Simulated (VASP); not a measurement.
# Fe (P6/mmm) in VASP: notebook, part 2 of 2

VASP 6.6.1. Earlier steps stand in the parts before.

### 3 Relaxation of cell and atoms, PBEsol, collinear spin, ferromagnetic start

File INCAR:

```
PREC = Accurate
ENCUT = 600
EDIFF = 1E-6
ISMEAR = 0
SIGMA = 0.1
LREAL = False
LASPH = True
NELM = 150
ALGO = Normal
ISIF = 3
LWAVE = False
LCHARG = False
ISPIN = 2
MAGMOM = 2.25
LORBIT = 11
LMAXMIX = 4
GGA = PS
IBRION = 2
NSW = 100
EDIFFG = -0.01
```

File KPOINTS:

```
regular mesh
0
Gamma
  27 27 24
```

File POSCAR:

```
Fe
1.0
    2.4517979394      0.0000000000      0.0000000000
   -1.2258989697      2.1233193005      0.0000000000
    0.0000000000      0.0000000000      2.2908986996
Fe
1
Direct
    0.0000000000      0.0000000000      0.0000000000
```

Potentials or basis: VASP PAW PBE potentials, release 64 (Fe).

The run is started by

```
cat potpaw_PBE.64/Fe/POTCAR > POTCAR
mpirun -np 1 vasp_std > vasp.out
```

OUTCAR:

```text
PREC = Accurate
   ENCUT = 600
   EDIFF = 1E-6
   ISMEAR = 0
   LREAL = False
   LASPH = True
   NELM = 150
   ISIF = 3
   ISPIN = 2
   LORBIT = 11
   GGA = PS
   IBRION = 2
   NSW = 100
   EDIFFG = -0.01

 ion  position               nearest neighbor table
   1  0.000  0.000  0.000-

  LATTYP: Found a hexagonal cell.
 ALAT       =     2.4517979394
 C/A-ratio  =     0.9343750000

  Lattice vectors:

 A1 = (   2.4517979394,   0.0000000000,   0.0000000000)
 A2 = (  -1.2258989697,   2.1233193005,   0.0000000000)
 A3 = (   0.0000000000,   0.0000000000,   2.2908986996)

Analysis of symmetry for initial positions (statically):
=====================================================================
 Subroutine PRICEL returns:
 Original cell was already a primitive cell.

 Routine SETGRP: Setting up the symmetry group for a
 hexagonal supercell.

 Subroutine GETGRP returns: Found 24 space group operations
 (whereof 24 operations were pure point group operations)
 out of a pool of 24 trial point group operations.

The static configuration has the point symmetry D_6h.

Analysis of symmetry for dynamics (positions and initial velocities):
=====================================================================
 Subroutine PRICEL returns:
 Original cell was already a primitive cell.

 Routine SETGRP: Setting up the symmetry group for a
 hexagonal supercell.

 Subroutine GETGRP returns: Found 24 space group operations
 (whereof 24 operations were pure point group operations)
 out of a pool of 24 trial point group operations.

The dynamic configuration has the point symmetry D_6h.

Analysis of structural, dynamic, and magnetic symmetry:
=====================================================================
 Subroutine PRICEL returns:
 Original cell was already a primitive cell.

 Routine SETGRP: Setting up the symmetry group for a
 hexagonal supercell.

 Subroutine GETGRP returns: Found 24 space group operations
 (whereof 24 operations were pure point group operations)
 out of a pool of 24 trial point group operations.

The overall configuration has the point symmetry D_6h.

[... 135 lines left out ...]

--------------------------------------- Ionic step        1  -------------------------------------------

 number of electron       7.9999996 magnetization       2.2924694

 Free energy of the ion-electron system (eV)
  ---------------------------------------------------
  ext. energy  EPLUGINS =         0.00000000
  ---------------------------------------------------
  free energy    TOTEN  =        -8.38019586 eV

  energy without entropy =       -8.37421304  energy(sigma->0) =       -8.37720445

------------------------ aborting loop because EDIFF is reached ----------------------------------------

  FORCE on cell =-STRESS in cart. coord.  units (eV):
  Direction    XX          YY          ZZ          XY          YZ          ZX
  --------------------------------------------------------------------------------------
  -------------------------------------------------------------------------------------
  Total       -0.4152406     -0.4152406      0.5870265      0.0000000      0.0000000      0.0000000
  in kB      -55.7833422    -55.7833422     78.8610212      0.0000000      0.0000000      0.0000000
  external PRESSURE =     -10.9018877 kB  Pullay stress =       0.0000000 kB
[... 127 lines left out ...]
--------------------------------------- Ionic step        5  -------------------------------------------

 number of electron       7.9999999 magnetization       2.2126567

 Free energy of the ion-electron system (eV)
  ---------------------------------------------------
  ext. energy  EPLUGINS =         0.00000000
  ---------------------------------------------------
  free energy    TOTEN  =        -8.39035304 eV

  energy without entropy =       -8.38441695  energy(sigma->0) =       -8.38738499

 E-fermi :   5.5766     XC(G=0): -13.0057

 val. band max:        5.5765266419   @ k =   0.2963   0.2963   0.3750
 cond. band min:       5.5769211076   @ k =   0.0000   0.0000   0.5000
 fundamental gap:      0.0003944657
 Fermi energy:         5.5766224842

 spin component 1

 k-point     1 :       0.0000    0.0000    0.0000
  band No.  band energies     occupation
      1      -2.9818      1.00000
      2       1.3381      1.00000
      3       3.2464      1.00000
      4       3.2464      1.00000
      5       5.1270      1.00000
      6       5.1270      1.00000
      7      24.4090      0.00000
      8      27.8008      0.00000
      9      29.8046      0.00000
[... 265 lines left out ...]
 k-point    24 :       0.3704    0.0370    0.0000
  band No.  band energies     occupation
      1       0.4941      1.00000
      2       1.8700      1.00000
      3       3.8779      1.00000
      4       3.9143      1.00000
      5       4.8658      1.00000
      6       5.5297      0.74672
      7      13.9905      0.00000
      8      22.6449      0.00000
      9      28.9222      0.00000

 [... further k-points ...]

 spin component 2

 k-point     1 :       0.0000    0.0000    0.0000
  band No.  band energies     occupation
      1      -2.6077      1.00000
      2       2.7234      1.00000
      3       5.1851      1.00000
      4       5.1851      1.00000
      5       8.0177      0.00000
      6       8.0177      0.00000
      7      25.0617      0.00000
      8      27.7595      0.00000
      9      30.3288      0.00000
[... 304 lines left out ...]
  FREE ENERGIE OF THE ION-ELECTRON SYSTEM (eV)
  ---------------------------------------------------
  free  energy   TOTEN  =        -8.3903530409 eV

  energy  without entropy=       -8.3844169452  energy(sigma->0) =       -8.38738499

 reached required accuracy - stopping structural energy minimisation

 total charge

# of ion       s       p       d       tot
------------------------------------------
    1        0.515   0.507   6.294   7.316

 magnetization (x)

# of ion       s       p       d       tot
------------------------------------------
    1        0.002  -0.009   2.195   2.189
```

OSZICAR:

```text
N       E                     dE             d eps       ncg     rms          rms(c)
DAV:   1     0.186031317162E+02    0.18603E+02   -0.44739E+03 35828   0.119E+03
DAV:   2    -0.898768829964E+01   -0.27591E+02   -0.26306E+02 35305   0.137E+02
[... 37 lines left out ...]
   4 F= -.83903490E+01 E0= -.83873928E+01  d E =-.567148E-04  mag=     2.2093
       N       E                     dE             d eps       ncg     rms          rms(c)
DAV:   1    -0.839041375747E+01   -0.64783E-04   -0.13444E-03 36731   0.665E-01    0.753E-02
DAV:   2    -0.839035803793E+01    0.55720E-04   -0.60296E-04 37787   0.372E-01    0.583E-02
DAV:   3    -0.839035373615E+01    0.43018E-05   -0.29199E-05 37981   0.880E-02    0.231E-02
DAV:   4    -0.839035304085E+01    0.69530E-06   -0.30306E-07 18064   0.971E-03
   5 F= -.83903530E+01 E0= -.83873850E+01  d E =-.607749E-04  mag=     2.2127
```

Run time: 5.7 min. Hardware: 1 thread of Oxide Virtual Turin-like, shared host; peak memory 0.3 GiB.

Results:

| Item | Value |
| --- | --- |
| Free energy | -8.3904 eV |
| Relaxed volume | 11.80 Å³/atom |
| Relaxed cell | a = 2.419 Å, b = 2.419 Å, c = 2.328 Å, α = 90.00°, β = 90.00°, γ = 120.00° |
| Space group after relaxing (to 0.1 Å) | P6/mmm (No. 191) |
| Energy gained by relaxing | 10.2 meV/atom |
| Ionic steps | 5 |
| Pressure after relaxing | -0.1 GPa |
| Net moment | 2.21 μB per cell |
| Site moments | Fe +2.19 μB |
| Valence electrons inside the program's atomic spheres | Fe 7.32 |

The path:
| step | energy change (eV) | largest force (eV/Å) | pressure (GPa) | volume (Å³) |
| --- | --- | --- | --- | --- |
| 1 | 0.0000 | 0.0000 | -1.09 | 11.93 |
| 2 | -0.0061 | 0.0000 | 0.31 | 11.78 |
| 3 | -0.0101 | 0.0000 | -0.44 | 11.84 |
| 4 | -0.0102 | 0.0000 | 0.11 | 11.78 |
| 5 | -0.0102 | 0.0000 | -0.07 | 11.80 |

Final structure:
```xyz
1
Lattice="2.4191 0.0000 0.0000 -1.2095 2.0950 0.0000 0.0000 0.0000 2.3275" Properties=species:S:1:pos:R:3 pbc="T T T"
Fe    0.0000    0.0000    0.0000
```

Levels at points of the mesh, in eV from the Fermi level:
Spin up:
```
           k point  band 2  band 3  band 4  band 5  band 6  band 7  band 8  band 9
(0.00, 0.00, 0.00)   -4.24   -2.33   -2.33   -0.45   -0.45   18.83   22.22   24.23
(0.00, 0.00, 0.50)   -2.00   -2.00   -1.69   -1.65   -1.65    4.58   26.97   29.66
```
Spin down:
```
           k point  band 1  band 2  band 3  band 4  band 5  band 6
(0.00, 0.00, 0.00)   -8.18   -2.85   -0.39   -0.39    2.44    2.44
(0.00, 0.00, 0.50)   -3.68   -1.42    0.00    0.00    1.06    1.06
```

Caveat: the PAW data sets were made with another functional, which shifts forces and pressure a little.
